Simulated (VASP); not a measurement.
Nb, 1 atom in the cell. Symmetry: Im-3m, No. 229, cubic system. Conventional cell: a = 3.356 Å, b = 3.356 Å, c = 3.356 Å, α = 90.00°, β = 90.00°, γ = 90.00°. Nb (site symmetry m-3m) has 14 Nb at 2.91 to 3.36 Å within 3.8 Å. 

- Program: VASP 6.6.1
- Task: single point
- Functional: BLYP
- Potentials or basis: VASP PAW PBE potentials, release 64 (Nb_sv)
- Cutoff: 500 eV
- k mesh: 11 × 11 × 11
- Occupations: fermi-dirac, width 0.05 eV
- Spin: no spin polarisation
- Dipole correction: no
- Further INCAR settings: ALGO = Normal; EDIFF = 1e-06; NBANDS = 12

Potentials or basis: VASP PAW PBE potentials, release 64 (Nb_sv).

The run is started by

```sh
$ cat potpaw_PBE.64/Nb_sv/POTCAR > POTCAR
$ mpirun -np 1 vasp_std > vasp.out
```

Hardware: 1 thread of Intel Xeon 8259CL, on a shared host.

Problem. How long does it take, and how much memory?

Solution. Wall time 23 s on 1 thread of Intel Xeon 8259CL, with other jobs on the host, peak memory 0.14 GiB. Counts: scf iterations 12, k points 56.
